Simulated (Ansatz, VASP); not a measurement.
## One calculation of C, two programs

INCAR

```
SYSTEM = C
PREC     = Accurate       ! precision mode
ENCUT    = 600            ! plane-wave cutoff, eV
EDIFF    = 1E-6           ! SCF threshold, eV
ISMEAR   = 0              ! smearing method
SIGMA    = 0.01           ! smearing width, eV
LREAL    = .False.        ! projectors in reciprocal space
LASPH    = .True.         ! aspherical terms in the spheres
NELM     = 120            ! most SCF steps
ALGO     = Normal         ! electronic algorithm
ISIF     = 2              ! what is computed and relaxed
LWAVE    = .False.        ! write WAVECAR
LCHARG   = .False.        ! write CHGCAR
GGA      = PE             ! functional
NBANDS   = 46             ! bands
GGA_COMPAT= .False.
```

The input KPOINTS:

```
regular mesh
0
Gamma
  3 3 3
  0 0 0
```

The input POSCAR:

```
C
1.0
    0.0000000000      3.5667400000      3.5667400000
    3.5667400000      0.0000000000      3.5667400000
    3.5667400000      3.5667400000      0.0000000000
C
16
Direct
    0.0000000000      0.0000000000      0.0000000000
    0.1250000000      0.1250000000      0.1250000000
    0.0000000000      0.0000000000      0.5000000000
    0.1250000000      0.1250000000      0.6250000000
    0.0000000000      0.5000000000      0.0000000000
    0.1250000000      0.6250000000      0.1250000000
    0.0000000000      0.5000000000      0.5000000000
    0.1250000000      0.6250000000      0.6250000000
    0.5000000000      0.0000000000      0.0000000000
    0.6250000000      0.1250000000      0.1250000000
    0.5000000000      0.0000000000      0.5000000000
    0.6250000000      0.1250000000      0.6250000000
    0.5000000000      0.5000000000      0.0000000000
    0.6250000000      0.6250000000      0.1250000000
    0.5000000000      0.5000000000      0.5000000000
    0.6250000000      0.6250000000      0.6250000000
```

Input for Ansatz:

```yaml
crystal:
  lattice:
    - [0.0, 1.78337, 1.78337]
    - [1.78337, 0.0, 1.78337]
    - [1.78337, 1.78337, 0.0]
  atoms:
    - { symbol: C, position: [0.0, 0.0, 0.0] }
    - { symbol: C, position: [0.25, 0.25, 0.25] }
  supercell: [2, 2, 2]
basis:
  ecutwfc: 470.0
kpoints:
  mp_grid:
    grid: [3, 3, 3]
hamiltonian:
  xc: pbe
scf:
  occupations:
    method: fixed
output:
  core_levels:
    shells:
      C: "1s"
    eps_inf: 2.0
```

Alike in both runs: task single point; functional PBE; k mesh 3 × 3 × 3; no spin polarisation.

|  | VASP | Ansatz |
| --- | --- | --- |
| version | VASP 6.6.1 | Ansatz 0.2.0 |
| potentials or method | VASP PAW PBE potentials, release 64 (C), cutoff 600 eV | plane waves, PAW |
| occupations | gaussian, width 0.01 eV | fixed |
| valence electrons in the cell | 64 | 64 |

|  | VASP | Ansatz | Ansatz less VASP |
| --- | --- | --- | --- |
| gap on the k mesh at the Fermi level (eV) | 4.15 | 4.16 | +0.009 |

The k mesh is coarse, so the values compare programs but aren't converged.
